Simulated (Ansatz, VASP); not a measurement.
# Li: VASP beside Ansatz

Contents of INCAR:

```
PREC     = Accurate       # precision mode
ENCUT    = 520            # plane-wave cutoff, eV
EDIFF    = 1E-6           # SCF threshold, eV
ISMEAR   = -1             # smearing method
SIGMA    = 0.05           # smearing width, eV
LREAL    = F              # projectors in reciprocal space
LASPH    = T              # aspherical terms in the spheres
NELM     = 60             # most SCF steps
ALGO     = Fast           # electronic algorithm
ISIF     = 2              # what is computed and relaxed
LWAVE    = F              # write WAVECAR
LCHARG   = F              # write CHGCAR
GGA      = PE             # functional
NBANDS   = 12             # bands
```

File KPOINTS:

```
regular mesh
0
Gamma
  6 6 9
```

Contents of POSCAR:

```
Li
1.0
    4.9488671308      0.0000000000      0.0000000000
   -2.4744335654      4.2858446552      0.0000000000
    0.0000000000      0.0000000000      2.8888430000
Li
3
Direct
    0.3336940000      0.6599470000      0.5007700000
    0.6586280000      0.3227450000      0.5083370000
    0.0030080000     -0.0062160000     -0.0017830000
```

The input input.yaml:

```yaml
crystal:
  lattice:
    - [4.9488671308, 0.0, 0.0]
    - [-2.4744335654, 4.2858446552, 0.0]
    - [0.0, 0.0, 2.888843]
  atoms:
    - { symbol: Li, position: [0.333694, 0.659947, 0.50077] }
    - { symbol: Li, position: [0.658628, 0.322745, 0.508337] }
    - { symbol: Li, position: [0.003008, -0.006216, -0.001783] }
hamiltonian:
  xc: pbe
  pseudopotentials: { kind: paw }
kpoints:
  mp_grid: { grid: [6, 6, 9] }
scf:
  occupations: { method: fermi_dirac, width: 0.05 }
output:
  forces: true
  stress: true
  eigenvalues: true
  write_density: true
  write_potential: true
  elf: true
  volumetric_format: npy
```

Change from the starting cell: atoms moved at random, drawn with an rms of 0.05 Å.

Alike in both runs: task single point; functional PBE; k mesh 6 × 6 × 9; occupations fermi-dirac, width 0.05 eV; no spin polarisation.

|  | VASP | Ansatz |
| --- | --- | --- |
| version | VASP 6.6.1 | Ansatz 0.2.0 |
| potentials or method | VASP PAW PBE potentials, release 64 (Li_sv) | Ansatz PAW |
| plane-wave cutoff (eV) | 520 | 420 |
| valence electrons in the cell | 9 | 9 |

|  | VASP | Ansatz | Ansatz less VASP |
| --- | --- | --- | --- |
| gap on the k mesh at the Fermi level (eV) | none | none | - |
| rms of the force components (eV/Å) | 0.024 | 0.024 | -0.0004 |

Atom by atom the forces differ by 0.000 eV/Å (rms over components). A gap of «none» marks a metal or a gap that the smearing closes.

Noted on VASP's run: the cutoff is short for stress, so the pressure is rough.
